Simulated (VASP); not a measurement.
# BP (Pm-3n) in VASP: notebook

The runs below take BP through single point, with PBE.

Everything below comes from runs of VASP 6.6.1. Logs are shortened: lines on timing, memory, paths and dates and some standing lists are left out, and cuts for length are marked.

## Step 1: The cell of the first run

Symmetry: Pm-3n, No. 223, cubic system. Conventional cell: a = 5.373 Å, b = 5.373 Å, c = 5.373 Å, α = 90.00°, β = 90.00°, γ = 90.00°. Within 2.5 Å of B (site symmetry -4m2) lie 4 P at 1.90 Å. Within 2.5 Å of P (site symmetry -4m2) lie 4 B at 1.90 Å.

## Step 2: Single point, PBE

Input file INCAR:

```
SYSTEM = BP
PREC = Accurate ; ENCUT = 520
EDIFF = 1E-7 ; ISMEAR = 0
SIGMA = 0.1 ; LREAL = .False.
LASPH = .True. ; NELM = 60
ALGO = Normal ; ISIF = 2
LWAVE = .False. ; LCHARG = .True.
GGA = PE ; LELF = .True.
LVHAR = .True. ; NBANDS = 36
```

Input file KPOINTS:

```
Automatic mesh
0
Gamma
  4 4 4
  0 0 0
```

Input file POSCAR:

```
BP
1.0
    5.3725973200      0.0000000000      0.0000000000
    0.0000000000      5.3725973200      0.0000000000
    0.0000000000      0.0000000000      5.3725973200
B P
6 6
Direct
    0.7500000000      0.5000000000      0.0000000000
    0.5000000000      0.0000000000      0.7500000000
    0.0000000000      0.7500000000      0.5000000000
    0.0000000000      0.2500000000      0.5000000000
    0.2500000000      0.5000000000      0.0000000000
    0.5000000000      0.0000000000      0.2500000000
    0.5000000000      0.7500000000      0.0000000000
    0.7500000000      0.0000000000      0.5000000000
    0.0000000000      0.5000000000      0.7500000000
    0.2500000000      0.0000000000      0.5000000000
    0.0000000000      0.5000000000      0.2500000000
    0.5000000000      0.2500000000      0.0000000000
```

Potentials or basis: VASP PAW PBE potentials, release 64 (B, P).

Launch:

```sh
> cat potpaw_PBE.64/B/POTCAR potpaw_PBE.64/P/POTCAR > POTCAR
> mpirun -np 1 vasp_std > vasp.out
```

OUTCAR:

```text
SYSTEM = BP
   PREC = Accurate
   ENCUT = 520
   EDIFF = 1E-7
   ISMEAR = 0
   LREAL = .False.
   LASPH = .True.
   NELM = 60
   ISIF = 2
   GGA = PE

 ion  position               nearest neighbor table
   1  0.750  0.500  0.000-   7 1.90   9 1.90  11 1.90  12 1.90
   2  0.500  0.000  0.750-   7 1.90   8 1.90  10 1.90  12 1.90
   3  0.000  0.750  0.500-   8 1.90   9 1.90  10 1.90  11 1.90
   4  0.000  0.250  0.500-   8 1.90   9 1.90  10 1.90  11 1.90
   5  0.250  0.500  0.000-   7 1.90   9 1.90  11 1.90  12 1.90
   6  0.500  0.000  0.250-   7 1.90   8 1.90  10 1.90  12 1.90
   7  0.500  0.750  0.000-   1 1.90   2 1.90   5 1.90   6 1.90  12 2.69  12 2.69
   8  0.750  0.000  0.500-   2 1.90   3 1.90   4 1.90   6 1.90  10 2.69  10 2.69
   9  0.000  0.500  0.750-   1 1.90   3 1.90   4 1.90   5 1.90  11 2.69  11 2.69
  10  0.250  0.000  0.500-   2 1.90   3 1.90   4 1.90   6 1.90   8 2.69   8 2.69
  11  0.000  0.500  0.250-   1 1.90   3 1.90   4 1.90   5 1.90   9 2.69   9 2.69
  12  0.500  0.250  0.000-   1 1.90   2 1.90   5 1.90   6 1.90   7 2.69   7 2.69

  LATTYP: Found a simple cubic cell.
 ALAT       =     5.3725973200

  Lattice vectors:

 A1 = (   5.3725973200,   0.0000000000,   0.0000000000)
 A2 = (   0.0000000000,   5.3725973200,   0.0000000000)
 A3 = (   0.0000000000,   0.0000000000,   5.3725973200)

Analysis of symmetry for initial positions (statically):
=====================================================================
 Subroutine PRICEL returns:
 Original cell was already a primitive cell.

 Routine SETGRP: Setting up the symmetry group for a
 simple cubic supercell.

 Subroutine GETGRP returns: Found 48 space group operations
 (whereof 24 operations were pure point group operations)
 out of a pool of 48 trial point group operations.

The static configuration has the point symmetry T_h .
 The point group associated with its full space group is O_h .

Analysis of symmetry for dynamics (positions and initial velocities):
=====================================================================
 Subroutine PRICEL returns:
 Original cell was already a primitive cell.

 Routine SETGRP: Setting up the symmetry group for a
 simple cubic supercell.

 Subroutine GETGRP returns: Found 48 space group operations
 (whereof 24 operations were pure point group operations)
 out of a pool of 48 trial point group operations.

The dynamic configuration has the point symmetry T_h .
 The point group associated with its full space group is O_h .

 Subroutine INISYM returns: Found 48 space group operations
 (whereof 24 operations are pure point group operations),
 and found     1 'primitive' translations

----------------------------------------------------------------------------------------

                                     Primitive cell

  volume of cell :     155.0790

  direct lattice vectors                    reciprocal lattice vectors
     5.372597320  0.000000000  0.000000000     0.186129714  0.000000000  0.000000000
     0.000000000  5.372597320  0.000000000     0.000000000  0.186129714  0.000000000
     0.000000000  0.000000000  5.372597320     0.000000000  0.000000000  0.186129714

  length of vectors
     5.372597320  5.372597320  5.372597320     0.186129714  0.186129714  0.186129714

  position of ions in fractional coordinates (direct lattice)
     0.750000000  0.500000000  0.000000000
     0.500000000  0.000000000  0.750000000
     0.000000000  0.750000000  0.500000000
     0.000000000  0.250000000  0.500000000
     0.250000000  0.500000000  0.000000000
     0.500000000  0.000000000  0.250000000
     0.500000000  0.750000000  0.000000000
     0.750000000  0.000000000  0.500000000
     0.000000000  0.500000000  0.750000000
     0.250000000  0.000000000  0.500000000
     0.000000000  0.500000000  0.250000000
     0.500000000  0.250000000  0.000000000

  ion indices of the primitive-cell ions
   primitive index   ion index
                 1           1
                 2           2
                 3           3
                 4           4
                 5           5
                 6           6
                 7           7
                 8           8
                 9           9
                10          10
                11          11
                12          12

----------------------------------------------------------------------------------------

 KPOINTS: Automatic mesh

Automatic generation of k-mesh.
 Grid dimensions read from file:
 generate k-points for:    4    4    4

 Generating k-lattice:

  Cartesian coordinates                     Fractional coordinates (reciprocal lattice)
     0.046532428  0.000000000  0.000000000     0.250000000  0.000000000  0.000000000
     0.000000000  0.046532428  0.000000000     0.000000000  0.250000000  0.000000000
     0.000000000  0.000000000  0.046532428     0.000000000  0.000000000  0.250000000

  Length of vectors
     0.046532428  0.046532428  0.046532428

  Shift w.r.t. Gamma in fractional coordinates (k-lattice)
     0.000000000  0.000000000  0.000000000

 Subroutine IBZKPT returns following result:
 ===========================================

 Found     10 irreducible k-points:

 Following reciprocal coordinates:
            Coordinates               Weight
  0.000000  0.000000  0.000000      1.000000
  0.250000  0.000000  0.000000      6.000000
  0.500000  0.000000  0.000000      3.000000
  0.250000  0.250000  0.000000     12.000000
  0.500000  0.250000  0.000000     12.000000
  0.500000  0.500000  0.000000      3.000000
  0.250000  0.250000  0.250000      8.000000
  0.500000  0.250000  0.250000     12.000000
  0.500000  0.500000  0.250000      6.000000
  0.500000  0.500000  0.500000      1.000000
   k-points           NKPTS =     10   k-points in BZ     NKDIM =     10   number of bands    NBANDS=     36
   number of dos      NEDOS =    301   number of ions     NIONS =     12
   total plane-waves  NPLWV =  64000
   dimension x,y,z NGX =    40 NGY =   40 NGZ =   40
   dimension x,y,z NGXF=    80 NGYF=   80 NGZF=   80
   ions per type =               6   6
   NGX,Y,Z   is equivalent  to a cutoff of  12.38, 12.38, 12.38 a.u.
   NGXF,Y,Z  is equivalent  to a cutoff of  24.75, 24.75, 24.75 a.u.
 SYSTEM =  BP
   PREC   = accura    normal or accurate (medium, high low for compatibility)
   ISTART =      0    job   : 0-new  1-cont  2-samecut
   ICHARG =      2    charge: 1-file 2-atom 10-const
   ISPIN  =      1    spin polarized calculation?
   LNONCOLLINEAR =      F non collinear calculations
   LSORBIT =      F    spin-orbit coupling
   LASPH  =      T    aspherical Exc in radial PAW
   ENCUT  =  520.0 eV  38.22 Ry    6.18 a.u.   9.99  9.99  9.99*2*pi/ulx,y,z
   NELM   =     60;   NELMIN=  2; NELMDL= -5     # of ELM steps
   EDIFF  = 0.1E-06   stopping-criterion for ELM
   LREAL  =      F    real-space projection
   EDIFFG = 0.1E-05   stopping-criterion for IOM
   NSW    =      0    number of steps for IOM
   IBRION =     -1    ionic relax: 0-MD 1-quasi-New 2-CG
   NFREE  =      0    steps in history (QN), initial steepest desc. (CG)
   ISIF   =      2    stress and relaxation
   ISYM   =      2    0-nonsym 1-usesym 2-fastsym
   POTIM  = 0.5000    time-step for ionic-motion
   TEBEG  =    0.0;   TEEND  =   0.0 temperature during run
   PSTRESS=    0.0 pullay stress
   NELECT =      48.0000    total number of electrons
   NUPDOWN=      -1.0000    fix difference up-down
   EMIN   =  10.00;   EMAX   =-10.00  energy-range for DOS
   EFERMI =   0.00;   METHOD = LEGACY
   ISMEAR =     0;   SIGMA  =   0.10  broadening in eV -4-tet -1-fermi 0-gaus
   EFERMI_NEDOS =   21; number of points for ismear=-14 and -15
   IALGO  =     38    algorithm
   IMIX   =      4    mixing-type and parameters
     AMIX     =   0.40;   BMIX     =  1.00
     AMIX_MAG =   1.60;   BMIX_MAG =  1.00
  volume/ion in A,a.u.               =      12.92        87.21
  Fermi-wavevector in a.u.,A,eV,Ry     =   1.107399  2.092681 16.685279  1.226333
  Thomas-Fermi vector in A             =   2.243913
   LORBIT       =      0    0 simple, 1 ext, 2 COOP (PROOUT), +10 PAW based schemes
   GGA     = PE    functional components
   LHFCALC =     F    Hartree Fock is set to
   AEXX    =    0.0000 exact exchange contribution
   IVDW    =     0    specifies the selected vdW correction
   LEPSILON=     F    determine dielectric tensor
   LRPA    =     F    only Hartree local field effects (RPA)
 non-spin polarized calculation
 Gauss-broadening in eV      SIGMA  =   0.10
  energy-cutoff  :      520.00
  volume of cell :      155.08
 maximum number of plane-waves:      4224
 NGX is ok and might be reduce to    40
   NGX = 19   NGY = 19   NGZ = 19

 number of electron      47.9999985 magnetization

 Free energy of the ion-electron system (eV)
  ---------------------------------------------------
  ext. energy  EPLUGINS =         0.00000000
  ---------------------------------------------------
  free energy    TOTEN  =       -73.09545385 eV

  energy without entropy =      -73.09540540  energy(sigma->0) =      -73.09542963

 E-fermi :   6.6805     XC(G=0):  -9.9424

 val. band max:        6.4632578898   @ k =   0.0000   0.0000   0.0000
 cond. band min:       6.9120242151   @ k =   0.5000   0.0000   0.0000
 fundamental gap:      0.4487663252
 Fermi energy:         6.6805266700

 k-point     1 :       0.0000    0.0000    0.0000
  band No.  band energies     occupation
      1      -9.4706      2.00000
      2      -7.2266      2.00000
      3      -7.2266      2.00000
      4      -4.1702      2.00000
      5      -4.1702      2.00000
      6      -4.1702      2.00000
[... 28 lines left out ...]
     35      12.2554      0.00000
     36      13.4282      0.00000

 k-point     2 :       0.2500    0.0000    0.0000
  band No.  band energies     occupation
      1      -9.2404      2.00000
      2      -7.7205      2.00000
      3      -6.9717      2.00000
      4      -5.0740      2.00000
      5      -4.0612      2.00000
      6      -4.0612      2.00000
[... 28 lines left out ...]
     35      12.6614      0.00000
     36      12.6614      0.00000

 k-point     3 :       0.5000    0.0000    0.0000
  band No.  band energies     occupation
      1      -8.5922      2.00000
      2      -8.5922      2.00000
      3      -6.2237      2.00000
      4      -6.2237      2.00000
      5      -3.9300      2.00000
      6      -3.9300      2.00000
[... 28 lines left out ...]
     35      12.5727      0.00000
     36      12.5729      0.00000

 k-point     4 :       0.2500    0.2500    0.0000
  band No.  band energies     occupation
      1      -9.0145      2.00000
      2      -7.7164      2.00000
      3      -7.1544      2.00000
      4      -5.4737      2.00000
      5      -4.9255      2.00000
      6      -3.9720      2.00000
[... 28 lines left out ...]
     35      12.8426      0.00000
     36      12.9455      0.00000

 k-point     5 :       0.5000    0.2500    0.0000
  band No.  band energies     occupation
      1      -8.4227      2.00000
      2      -8.3601      2.00000
      3      -6.6226      2.00000
      4      -6.5029      2.00000
      5      -5.0461      2.00000
      6      -3.8697      2.00000
[... 109 lines left out ...]
 k-point     8 :       0.5000    0.2500    0.2500
  band No.  band energies     occupation
      1      -8.1772      2.00000
      2      -8.1772      2.00000
      3      -6.6895      2.00000
      4      -6.6895      2.00000
      5      -5.4258      2.00000
      6      -5.4258      2.00000
[... 28 lines left out ...]
     35      12.5438      0.00000
     36      12.5438      0.00000

 k-point     9 :       0.5000    0.5000    0.2500
  band No.  band energies     occupation
      1      -7.8812      2.00000
      2      -7.7123      2.00000
      3      -7.0552      2.00000
      4      -7.0552      2.00000
      5      -6.0319      2.00000
      6      -5.6284      2.00000
[... 28 lines left out ...]
     35      12.4457      0.00000
     36      12.5376      0.00000

 k-point    10 :       0.5000    0.5000    0.5000
  band No.  band energies     occupation
      1      -7.0293      2.00000
      2      -7.0293      2.00000
      3      -7.0293      2.00000
      4      -7.0293      2.00000
      5      -7.0293      2.00000
      6      -7.0293      2.00000
[... 28 lines left out ...]
     35      12.0898      0.00000
     36      12.0898      0.00000

------------------------ aborting loop because EDIFF is reached ----------------------------------------

  FORCE on cell =-STRESS in cart. coord.  units (eV):
  Direction    XX          YY          ZZ          XY          YZ          ZX
  --------------------------------------------------------------------------------------
  -------------------------------------------------------------------------------------
  Total       17.7368306     17.7368306     17.7368306     -0.0000000      0.0000000      0.0000000
  in kB      183.2456730    183.2456730    183.2456730     -0.0000000      0.0000000      0.0000000
  external PRESSURE =     183.2456730 kB  Pullay stress =       0.0000000 kB

 VOLUME and BASIS-vectors are now :
 -----------------------------------------------------------------------------
  energy-cutoff  :      520.00
  volume of cell :      155.08
      direct lattice vectors                 reciprocal lattice vectors
     5.372597320  0.000000000  0.000000000     0.186129714  0.000000000  0.000000000
     0.000000000  5.372597320  0.000000000     0.000000000  0.186129714  0.000000000
     0.000000000  0.000000000  5.372597320     0.000000000  0.000000000  0.186129714

 POSITION                                       TOTAL-FORCE (eV/Angst)
 -----------------------------------------------------------------------------------
      4.02945      2.68630      0.00000        -0.000000     -0.000000      0.000000
      2.68630      0.00000      4.02945        -0.000000      0.000000     -0.000000
      0.00000      4.02945      2.68630        -0.000000      0.000000      0.000000
      0.00000      1.34315      2.68630         0.000000     -0.000000     -0.000000
      1.34315      2.68630      0.00000         0.000000     -0.000000      0.000000
      2.68630      0.00000      1.34315         0.000000     -0.000000     -0.000000
      2.68630      4.02945      0.00000        -0.000000     -0.000000     -0.000000
      4.02945      0.00000      2.68630        -0.000000      0.000000      0.000000
      0.00000      2.68630      4.02945        -0.000000      0.000000      0.000000
      1.34315      0.00000      2.68630         0.000000      0.000000     -0.000000
      0.00000      2.68630      1.34315        -0.000000     -0.000000     -0.000000
      2.68630      1.34315      0.00000         0.000000     -0.000000      0.000000
 -----------------------------------------------------------------------------------
    total drift:                                0.000000      0.000000      0.000000

  FREE ENERGIE OF THE ION-ELECTRON SYSTEM (eV)
  ---------------------------------------------------
  free  energy   TOTEN  =       -73.0954538513 eV

  energy  without entropy=      -73.0954054008  energy(sigma->0) =      -73.09542963
```

Wall time 49 s (1 thread of Intel Xeon Platinum 8259CL at 2.50GHz (Skylake/Cascade Lake), shared host); peak memory 0.24 GiB.

What came out:

```
Free energy            : -73.0955 eV
Pressure               : 18.3 GPa
Band gap on the k mesh : 0.45 eV, indirect (least direct gap 0.92 eV)
```

A k mesh can miss the band edges.

## Step 3: Single point, PBE

This run uses another cell than the first one, of 14.56 Å³/atom, 1.126 times its volume.

Input file INCAR:

```
PREC = Accurate
ENCUT = 520
EDIFF = 1E-6
ISMEAR = 0
SIGMA = 0.1
LREAL = F
LASPH = T
NELM = 60
ALGO = Normal
ISIF = 2
LWAVE = F
LCHARG = T
GGA = PE
LELF = T
LVHAR = T
NBANDS = 36
```

Input file KPOINTS:

```
regular mesh
0
Gamma
  4 4 4
```

Changes to POSCAR since step 2:

```diff
@@ -2,5 +2,5 @@
 1.0
-    5.3725973200      0.0000000000      0.0000000000
-    0.0000000000      5.3725973200      0.0000000000
-    0.0000000000      0.0000000000      5.3725973200
+    5.5898443829      0.0000000000      0.0000000000
+    0.0000000000      5.5898443829      0.0000000000
+    0.0000000000      0.0000000000      5.5898443829
 B P
```

Potentials or basis: VASP PAW PBE potentials, release 64 (B, P).

Launch:

```sh
> cat potpaw_PBE.64/B/POTCAR potpaw_PBE.64/P/POTCAR > POTCAR
> mpirun -np 1 vasp_std > vasp.out
```

It took 59 s on 1 thread of Intel Xeon Platinum 8259CL at 2.50GHz (Skylake/Cascade Lake), shared host; peak memory 0.27 GiB.

It converged, with:

* Free energy: -74.1275 eV
* Pressure: 0.1 GPa
* Band gap on the k mesh: 0.66 eV, indirect (least direct gap 1.05 eV)

Levels at points of the mesh, in eV from the valence-band top:
| k point | band 21 | band 22 | band 23 | band 24 | band 25 | band 26 | band 27 | band 28 |
| --- | --- | --- | --- | --- | --- | --- | --- | --- |
| (0.00, 0.00, 0.00) | -2.58 | 0.00 | 0.00 | 0.00 | 1.26 | 1.26 | 1.26 | 2.81 |
| (0.50, 0.00, 0.00) | -1.17 | -1.17 | -0.83 | -0.83 | 0.66 | 0.66 | 3.27 | 3.27 |
| (0.50, 0.50, 0.00) | -1.83 | -1.83 | -1.18 | -0.77 | 2.05 | 2.05 | 3.21 | 3.21 |
| (0.50, 0.50, 0.50) | -2.63 | -2.63 | -2.63 | -2.63 | 3.38 | 3.38 | 3.38 | 3.38 |

A k mesh can miss the band edges. A hybrid or GW would open this gap; PBE tends to underestimate it.
